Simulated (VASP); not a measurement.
Write the native input for VASP 6.6.1 that does the following.

```
Task                   : single point
Functional             : PBEsol
Potentials or basis    : VASP PAW PBE potentials, release 64 (Nb_sv)
Cutoff                 : 520 eV
k mesh                 : 22 × 22 × 22
Occupations            : fermi-dirac, width 0.1 eV
Spin                   : no spin polarisation
Dipole correction      : no
Further INCAR settings : ALGO = Normal; EDIFF = 1e-07; NBANDS = 12
```

The structure of Nb lies in POSCAR:

```
Nb
1.0
   -1.5904774587      1.5904774587      1.5904774587
    1.5904774587     -1.5904774587      1.5904774587
    1.5904774587      1.5904774587     -1.5904774587
Nb
1
Direct
    0.0000000000      0.0000000000      0.0000000000
```

This cell differs from its parent crystal: volume scaled by 0.92.

One way to write it, as run:

INCAR

```
PREC     = Accurate       # precision mode
ENCUT    = 520            # plane-wave cutoff, eV
EDIFF    = 1E-7           # SCF threshold, eV
ISMEAR   = -1             # smearing method
SIGMA    = 0.1            # smearing width, eV
LREAL    = False          # projectors in reciprocal space
LASPH    = True           # aspherical terms in the spheres
NELM     = 60             # most SCF steps
ALGO     = Normal         # electronic algorithm
ISIF     = 2              # what is computed and relaxed
LWAVE    = False          # write WAVECAR
LCHARG   = True           # write CHGCAR
GGA      = PS             # functional
LELF     = True           # ELF
LVHAR    = True         
NBANDS   = 12             # bands
```

KPOINTS

```
Automatic mesh
0
Gamma
  22 22 22
```

Potentials or basis: VASP PAW PBE potentials, release 64 (Nb_sv).

Launch:

```console
$ cat potpaw_PBE.64/Nb_sv/POTCAR > POTCAR
$ mpirun -np 1 vasp_std > vasp.out
```

It gave:

```
Pressure : 17.8 GPa
```

Caveat: the PAW data sets were made with another functional, which shifts forces and pressure a little.

It took 36 s on 1 thread of Intel(R) Xeon(R) Platinum 8488C (Sapphire Rapids) (shared host), peak memory 0.17 GiB.
